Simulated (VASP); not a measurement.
Here is a VASP 6.6.1 calculation.

The input POSCAR:

```
Al3Ni2
1.0
    3.9065533283      0.0000000000      0.0000000000
   -1.9532766642      3.3831744235      0.0000000000
    0.0000000000      0.0000000000      5.1046033833
Al Ni
3 2
Direct
    0.0000000000      0.0000000000      0.0000000000
    0.3333333333      0.6666666667      0.6484376367
    0.6666666667      0.3333333333      0.3515623633
    0.3333333333      0.6666666667      0.1462123372
    0.6666666667      0.3333333333      0.8537876628
```

INCAR.step1

```
PREC = Accurate ; ENCUT = 520
ISMEAR = 0 ; SIGMA = 0.15
LREAL = False ; LASPH = True
NELM = 100 ; NBANDS = 22
GGA = PE ; ALGO = Normal
EDIFF = 1E-4 ; LWAVE = True
LCHARG = False
```

INCAR.step2

```
PREC = Accurate ; ENCUT = 520
EDIFF = 1E-7 ; ISMEAR = 0
SIGMA = 0.15 ; LREAL = False
LASPH = True ; NELM = 100
ALGO = Normal ; ISIF = 2
LWAVE = False ; LCHARG = False
METAGGA = R2SCAN ; LMIXTAU = True
NBANDS = 22 ; ISTART = 1
```

Contents of KPOINTS:

```
regular mesh
0
Gamma
  12 12 10
```

Potentials or basis: VASP PAW PBE potentials, release 64 (Al, Ni).

Launch:

```console
$ cat potpaw_PBE.64/Al/POTCAR potpaw_PBE.64/Ni/POTCAR > POTCAR
$ cp INCAR.step1 INCAR
$ mpirun -np 1 vasp_std > vasp.out
$ cp INCAR.step2 INCAR
$ mpirun -np 1 vasp_std > vasp.out
```

Q: Predict the band gap on the k mesh.

A: Zero (an odd number of electrons rules out a gap without spin polarisation).

Q: Estimate the pressure.

A: 0.3 GPa.

Q: What does it give for the largest force?

A: 0.147 eV/Å.

Stress tensor (GPa, compression positive):
```
 5.41  0.00  0.00
 0.00  5.41  0.00
 0.00  0.00 -9.89
```

Caveat: the cell differs from its parent crystal (strain -0.025 along x and y, +0.050 along z); the stress differs along the axes, from -10 to 5 GPa; the PAW data sets were made with another functional, which shifts forces and pressure a little. Spin polarisation is off, so any magnetic state and its effect on volume and gap are missing.
